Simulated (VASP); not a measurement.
# SiC (a cell with a defect) in VASP: further runs

Runs on SiC (a cell with a defect). Level: PBEsol. Tasks: single point.

Everything below comes from runs of VASP 6.6.1. Logs are shortened: lines on timing, memory, paths and dates and some standing lists are left out, and cuts for length are marked.

## (1) The cell of the first run

The cell holds a defect, 94 atoms: a = 9.234 Å, b = 10.663 Å, c = 10.076 Å, α = 90.00°, β = 90.00°, γ = 90.00°.

## (2) Single point, PBEsol

File INCAR:

```
ALGO = Normal
EDIFF = 1E-6
ENCUT = 520
GGA = PS
ISIF = 2
ISMEAR = -1
ISYM = 0
LASPH = T
LCHARG = T
LELF = T
LREAL = Auto
LVHAR = T
LWAVE = F
NBANDS = 241
NELM = 60
PREC = Accurate
SIGMA = 0.05
```

File KPOINTS:

```
Automatic mesh
0
Gamma
  1 1 1
  0.25 0.25 0.25
```

File POSCAR:

```
SiC
1.0
    9.2342040000      0.0000000000      0.0000000000
    0.0000000000     10.6627400000      0.0000000000
    0.0000000000      0.0000000000     10.0759470000
Si C
47 47
Direct
    0.9981650000      0.9999510000      0.5012260000
    0.3332630000      0.9996510000      0.5005810000
    0.1662490000      0.2483360000      0.5002420000
    0.0006520000      0.5014790000      0.5007980000
    0.6685810000      0.9997510000      0.5012900000
    0.5005740000      0.2482920000      0.5004580000
    0.1663410000      0.7510380000      0.5001930000
    0.8333610000      0.2512040000      0.5007160000
    0.6653080000      0.5017070000      0.5010350000
    0.5002390000      0.7510310000      0.5001820000
    0.8332600000      0.7494090000      0.5006450000
    0.9984820000      0.1660050000      0.2523600000
    0.3329960000      0.1657100000      0.2511010000
    0.1502530000      0.4075750000      0.2588220000
    0.9993300000      0.6669160000      0.2512620000
    0.6677340000      0.1661000000      0.2523700000
    0.5168300000      0.4063200000      0.2597590000
    0.3326640000      0.6887880000      0.2618900000
    0.1656760000      0.9178810000      0.2525920000
    0.8327110000      0.4166480000      0.2530680000
    0.6663240000      0.6667420000      0.2515170000
    0.5002520000      0.9180490000      0.2525580000
    0.8328730000      0.9160580000      0.2514420000
    0.1659600000      0.0821770000      0.7505210000
    0.0000520000      0.3335140000      0.7498190000
    0.5003870000      0.0820930000      0.7505710000
    0.3333260000      0.3275860000      0.7462640000
    0.1615880000      0.5863360000      0.7465930000
    0.9989540000      0.8339080000      0.7507890000
    0.8331900000      0.0840130000      0.7510650000
    0.6663330000      0.3335020000      0.7498040000
    0.5048950000      0.5864020000      0.7464810000
    0.3331450000      0.8332050000      0.7498550000
    0.8331380000      0.5835660000      0.7505960000
    0.6672740000      0.8339500000      0.7507940000
    0.9992270000      0.9998730000      0.0005650000
    0.3330420000      0.9994320000      0.0004390000
    0.1661000000      0.2486660000      0.9996200000
    0.9992700000      0.5002310000      0.9997820000
    0.6669130000      0.9999180000      0.0005230000
    0.5001320000      0.2486400000      0.9995260000
    0.3332160000      0.4996140000      0.9257780000
    0.1657610000      0.7506290000      0.9998790000
    0.8331780000      0.2505040000      0.0003990000
    0.6667810000      0.5001460000      0.9996710000
    0.5003540000      0.7507060000      0.9997630000
    0.8329380000      0.7497070000      0.0004810000
    0.9990080000      0.9996430000      0.1879150000
    0.3330080000      0.9992470000      0.1881150000
    0.1670190000      0.2475140000      0.1858060000
    0.9990380000      0.5017300000      0.1858580000
    0.6668240000      0.9999790000      0.1879850000
    0.4989030000      0.2477100000      0.1857770000
    0.1640540000      0.7504060000      0.1861300000
    0.8330630000      0.2506700000      0.1881700000
    0.6664130000      0.5011000000      0.1860130000
    0.5017020000      0.7502110000      0.1860300000
    0.8326950000      0.7495750000      0.1878420000
    0.9987750000      0.0000270000      0.6885870000
    0.3331040000      0.9997250000      0.6880800000
    0.1653620000      0.2481090000      0.6870450000
    0.9985480000      0.5002890000      0.6873050000
    0.6674570000      0.0000640000      0.6885970000
    0.5011010000      0.2479540000      0.6870810000
    0.3332880000      0.4997490000      0.7281590000
    0.1652950000      0.7517860000      0.6871820000
    0.8331840000      0.2505310000      0.6882510000
    0.6677470000      0.5000990000      0.6873570000
    0.5009510000      0.7519550000      0.6871450000
    0.8330380000      0.7498520000      0.6881120000
    0.9976450000      0.1648890000      0.4392480000
    0.3333220000      0.1663140000      0.4382280000
    0.1426680000      0.4046450000      0.4316750000
    0.0000960000      0.6672170000      0.4383200000
    0.6689860000      0.1645430000      0.4393020000
    0.5217730000      0.4052590000      0.4329910000
    0.3332320000      0.6879910000      0.4339730000
    0.1642480000      0.9193500000      0.4396160000
    0.8325460000      0.4181590000      0.4396270000
    0.6664570000      0.6673210000      0.4384870000
    0.5021580000      0.9192290000      0.4394780000
    0.8333620000      0.9150500000      0.4388560000
    0.1660370000      0.0821770000      0.9385120000
    0.0002900000      0.3335280000      0.9382840000
    0.5001570000      0.0821190000      0.9385180000
    0.3331890000      0.3261840000      0.9377720000
    0.1603060000      0.5865980000      0.9383590000
    0.9989720000      0.8336470000      0.9386700000
    0.8331000000      0.0840170000      0.9390650000
    0.6659490000      0.3334630000      0.9382620000
    0.5061960000      0.5868320000      0.9378470000
    0.3330300000      0.8328030000      0.9382820000
    0.8331740000      0.5831430000      0.9383030000
    0.6671010000      0.8337600000      0.9386260000
```

Potentials or basis: VASP PAW PBE potentials, release 64 (Si, C).

Run with:

```console
$ cat potpaw_PBE.64/Si/POTCAR potpaw_PBE.64/C/POTCAR > POTCAR
$ mpirun -np 1 vasp_std > vasp.out
```

OUTCAR:

```text
EDIFF = 1E-6
   ENCUT = 520
   GGA = PS
   ISIF = 2
   ISMEAR = -1
   ISYM = 0
   LASPH = T
   LREAL = Auto
   NELM = 60
   PREC = Accurate

 ion  position               nearest neighbor table
   1  0.998  1.000  0.501-  78 1.86  71 1.87  82 1.88  59 1.89   5 3.04  12 3.07   3 3.07  19 3.07
                            11 3.07   7 3.08  29 3.08  30 3.08  23 3.08  24 3.08   8 3.08   2 3.09
   2  0.333  1.000  0.501-  78 1.88  81 1.88  72 1.88  60 1.89  22 3.06  19 3.07   7 3.07  10 3.07
                             3 3.07   6 3.07  13 3.07  33 3.08  26 3.08  24 3.08   1 3.09   5 3.10
   3  0.166  0.248  0.500-  73 1.82  72 1.88  61 1.88  71 1.90  14 2.97  27 3.04  12 3.07   2 3.07
                             1 3.07  13 3.07   8 3.07  24 3.08  25 3.08   6 3.09   4 3.10
   4  0.001  0.501  0.501-  73 1.81  74 1.88  62 1.88  79 1.89  14 2.98  28 3.03  11 3.06   7 3.07
                            15 3.07  20 3.07  34 3.08  25 3.08   8 3.08   9 3.10   3 3.10
   5  0.669  1.000  0.501-  75 1.86  81 1.87  82 1.88  63 1.89   1 3.04   6 3.07  23 3.07  16 3.07
                            11 3.07  35 3.07  10 3.07  30 3.07  22 3.08  26 3.08   8 3.08   2 3.10
   6  0.501  0.248  0.500-  76 1.82  64 1.88  72 1.88  75 1.90  17 2.96  27 3.04  16 3.07   2 3.07
                             5 3.07   8 3.07  31 3.08  13 3.08  26 3.08   3 3.09   9 3.10
   7  0.166  0.751  0.500-  77 1.81  74 1.88  66 1.88  78 1.90  18 2.93  28 3.04  19 3.06   2 3.07
                             4 3.07   1 3.08  11 3.08  33 3.08  15 3.08  10 3.08  29 3.09
   8  0.833  0.251  0.501-  71 1.88  75 1.88  79 1.88  67 1.89  20 3.06  12 3.07  16 3.07  25 3.07
                             6 3.07  31 3.07   3 3.07   1 3.08   5 3.08   4 3.08  30 3.09   9 3.09
   9  0.665  0.502  0.501-  76 1.81  80 1.88  68 1.88  79 1.89  17 2.97  32 3.02  11 3.06  10 3.06
[... 50 lines left out ...]
                            11 3.08  29 3.08  35 3.08  47 3.08  31 3.08  25 3.08   9 3.08   4 3.08
  35  0.667  0.834  0.751-  63 1.88  69 1.88  70 1.88  94 1.89  32 3.04  26 3.06  29 3.06   5 3.07
                            46 3.08  30 3.08  40 3.08  34 3.08  47 3.08  11 3.08  33 3.09  10 3.09
  36  0.999  1.000  0.001-  88 1.88  83 1.88  89 1.88  48 1.89  38 3.07  40 3.07  43 3.07  29 3.08
                            47 3.08  30 3.08  24 3.08  44 3.08  37 3.08  23 3.09  12 3.09  19 3.09
  37  0.333  0.999  0.000-  83 1.88  85 1.88  92 1.88  49 1.89  46 3.07  43 3.07  38 3.07  41 3.07
                            24 3.08  36 3.08  26 3.08  40 3.08  33 3.08  13 3.09  22 3.10  19 3.10
  38  0.166  0.249  1.000-  86 1.86  50 1.88  83 1.88  84 1.88  36 3.07  37 3.07  24 3.07  44 3.07
                            25 3.08  41 3.08  39 3.09  13 3.09  27 3.10  12 3.11  14 3.12
  39  0.999  0.500  1.000-  87 1.86  51 1.87  93 1.88  84 1.88  45 3.07  47 3.07  44 3.07  34 3.07
                            43 3.08  25 3.08  38 3.09  15 3.10  28 3.10  20 3.11  14 3.12
  40  0.667  1.000  0.001-  94 1.88  85 1.88  89 1.88  52 1.89  41 3.07  36 3.07  46 3.07  35 3.08
                            47 3.08  26 3.08  30 3.08  44 3.08  37 3.08  23 3.09  16 3.10  22 3.10
  41  0.500  0.249  1.000-  86 1.86  53 1.88  85 1.88  90 1.88  40 3.07  37 3.07  26 3.07  44 3.08
                            31 3.08  38 3.08  45 3.09  13 3.10  27 3.10  16 3.11  17 3.12
  42  0.333  0.500  0.926-  87 1.85  91 1.85  86 1.85  65 1.99  28 2.57  32 2.58  27 2.58
  43  0.166  0.751  1.000-  87 1.86  54 1.88  88 1.88  92 1.88  37 3.07  36 3.07  47 3.07  29 3.08
                            39 3.08  33 3.08  46 3.09  15 3.09  28 3.10  19 3.11  18 3.13
  44  0.833  0.251  0.000-  89 1.88  84 1.89  90 1.89  55 1.89  39 3.07  45 3.07  38 3.07  41 3.08
[... 340 lines left out ...]
   GGA     = PS    functional components
   LHFCALC =     F    Hartree Fock is set to
   AEXX    =    0.0000 exact exchange contribution
   IVDW    =     0    specifies the selected vdW correction
   LEPSILON=     F    determine dielectric tensor
   LRPA    =     F    only Hartree local field effects (RPA)
 non-spin polarized calculation
  energy-cutoff  :      520.00
  volume of cell :      992.10
 maximum number of plane-waves:     26706
 NGX is ok and might be reduce to    70
   NGX = 35   NGY = 39   NGZ = 37

 number of electron     376.0000013 magnetization

 Free energy of the ion-electron system (eV)
  ---------------------------------------------------
  ext. energy  EPLUGINS =         0.00000000
  ---------------------------------------------------
  free energy    TOTEN  =      -738.62136698 eV

  energy without entropy =     -738.60122743  energy(sigma->0) =     -738.61129720

 E-fermi :   8.4204     XC(G=0): -11.3710

 val. band max:        8.2291132094   @ k =  -0.2500   0.2500  -0.2500
 cond. band min:       8.6098912954   @ k =   0.2500  -0.2500  -0.2500
 fundamental gap:      0.3807780860
 Fermi energy:         8.4203714329

 k-point     1 :       0.2500    0.2500    0.2500
  band No.  band energies     occupation
      1      -7.4864      2.00000
      2      -7.0098      2.00000
      3      -6.8893      2.00000
      4      -6.7420      2.00000
      5      -6.4045      2.00000
      6      -6.2860      2.00000
[... 801 lines left out ...]
    199      11.3660      0.00000
    200      11.4776      0.00000
 [bands above 200 left out]

------------------------ aborting loop because EDIFF is reached ----------------------------------------

  FORCE on cell =-STRESS in cart. coord.  units (eV):
  Direction    XX          YY          ZZ          XY          YZ          ZX
  --------------------------------------------------------------------------------------
  -------------------------------------------------------------------------------------
  Total       13.4119479     17.1397965     15.9427160     -0.2708313      0.5107386     -0.0345607
  in kB       21.6594927     27.6797450     25.7465316     -0.4373763      0.8248123     -0.0558135
  external PRESSURE =      25.0285898 kB  Pullay stress =       0.0000000 kB

 VOLUME and BASIS-vectors are now :
 -----------------------------------------------------------------------------
  energy-cutoff  :      520.00
  volume of cell :      992.10
      direct lattice vectors                 reciprocal lattice vectors
     9.234204000  0.000000000  0.000000000     0.108293037  0.000000000  0.000000000
     0.000000000 10.662740000  0.000000000     0.000000000  0.093784524  0.000000000
     0.000000000  0.000000000 10.075947000     0.000000000  0.000000000  0.099246254

 POSITION                                       TOTAL-FORCE (eV/Angst)
 -----------------------------------------------------------------------------------
      9.21726     10.66222      5.05033        -0.040103     -0.005922      0.023248
      3.07742     10.65902      5.04383        -0.003590      0.008125     -0.003464
      1.53518      2.64794      5.04041        -0.011381     -0.005203      0.011671
      0.00602      5.34714      5.04601        -0.049023      0.028965      0.016450
      6.17381     10.66008      5.05097        -0.020909     -0.000017      0.001675
      4.62240      2.64747      5.04259        -0.014680      0.004583     -0.018310
[... 86 lines left out ...]
      7.69370      6.21790      9.45429        -0.029594      0.012116      0.001685
      6.16015      8.89017      9.45755        -0.000929      0.004433      0.003759
 -----------------------------------------------------------------------------------
    total drift:                               -0.002544     -0.019305      0.004310

  FREE ENERGIE OF THE ION-ELECTRON SYSTEM (eV)
  ---------------------------------------------------
  free  energy   TOTEN  =      -738.6213669801 eV

  energy  without entropy=     -738.6012274266  energy(sigma->0) =     -738.61129720
```

Wall time 36 min (1 thread of AMD EPYC 7R43 (Zen 3), shared host); peak memory 1.1 GiB.

What came out:

```yaml
Free_energy: -738.6214 eV
Pressure: 2.5 GPa
Largest_force: 0.144 eV/Å
Band_gap_on_the_k_mesh: 0.38 eV
```

Forces in eV/Å, atoms in the order of the input:
```
Si  -0.040 -0.006  0.023
Si  -0.004  0.008 -0.003
Si  -0.011 -0.005  0.012
Si  -0.049  0.029  0.016
Si  -0.021  0.000  0.002
Si  -0.015  0.005 -0.018
Si  -0.055  0.000  0.024
Si  -0.048 -0.002  0.003
Si  -0.043 -0.048 -0.015
Si   0.009  0.010  0.015
Si   0.013 -0.002 -0.002
Si  -0.001  0.009 -0.012
Si   0.005  0.008  0.000
Si   0.014 -0.020 -0.108
Si  -0.008  0.002  0.016
Si  -0.011 -0.012  0.007
Si  -0.058  0.091  0.003
Si   0.048 -0.081 -0.110
Si  -0.001  0.030 -0.003
Si   0.065  0.002 -0.014
Si   0.002 -0.025 -0.031
Si   0.013 -0.032 -0.010
Si   0.005 -0.011 -0.008
Si  -0.010 -0.004  0.008
Si  -0.006  0.009  0.002
Si  -0.011  0.006  0.000
Si  -0.015 -0.004 -0.008
Si  -0.013 -0.010  0.011
Si  -0.003 -0.005  0.000
Si  -0.009  0.000 -0.004
Si  -0.002 -0.016  0.006
Si   0.000 -0.001 -0.002
Si  -0.011  0.001  0.005
Si  -0.003 -0.016  0.009
Si  -0.006  0.004 -0.005
Si   0.002 -0.004 -0.008
Si   0.002  0.003  0.000
Si   0.003  0.001  0.000
Si   0.005 -0.006 -0.004
Si   0.004  0.003  0.010
Si   0.008  0.001  0.007
Si   0.006  0.011  0.031
Si   0.004  0.003 -0.004
Si  -0.013  0.005  0.002
Si   0.017  0.000  0.017
Si  -0.004 -0.005  0.013
Si   0.008 -0.013  0.003
C    0.009  0.029  0.023
C   -0.012  0.001  0.002
C    0.023  0.040  0.005
C    0.005 -0.057  0.017
C    0.009 -0.025 -0.012
C   -0.007 -0.060  0.002
C   -0.012 -0.005 -0.008
C    0.008  0.012  0.005
C   -0.009  0.061 -0.015
C   -0.003  0.008  0.012
C    0.015  0.009  0.009
C    0.011  0.006 -0.029
C    0.015  0.003 -0.006
C    0.003  0.004 -0.017
C    0.009 -0.019 -0.013
C    0.015 -0.009 -0.016
C    0.006 -0.001  0.007
C   -0.014 -0.005 -0.033
C    0.002  0.016 -0.001
C    0.012  0.002 -0.014
C    0.007  0.032  0.005
C    0.009 -0.015 -0.010
C    0.019  0.009 -0.010
C    0.001 -0.023 -0.012
C    0.002 -0.013  0.007
C    0.076 -0.003  0.112
C   -0.007  0.018  0.005
C   -0.010  0.037 -0.014
C    0.012  0.013 -0.004
C    0.011 -0.014  0.075
C    0.016 -0.024 -0.004
C    0.075  0.018  0.009
C   -0.016  0.003 -0.006
C    0.016  0.002  0.002
C   -0.010  0.009  0.007
C    0.003 -0.003 -0.003
C    0.009 -0.001  0.004
C   -0.008 -0.002 -0.001
C   -0.008  0.000  0.017
C   -0.007  0.012 -0.022
C    0.001  0.007  0.001
C    0.000  0.001  0.008
C    0.000  0.007  0.001
C   -0.010 -0.010  0.033
C   -0.001 -0.002  0.002
C   -0.030  0.012  0.002
C   -0.001  0.004  0.004
```

Caveat: semilocal functionals underestimate gaps, and a narrow one can read as zero; the PAW data sets were made with another functional, which shifts forces and pressure a little.

(Continued in part 2 of 2.)
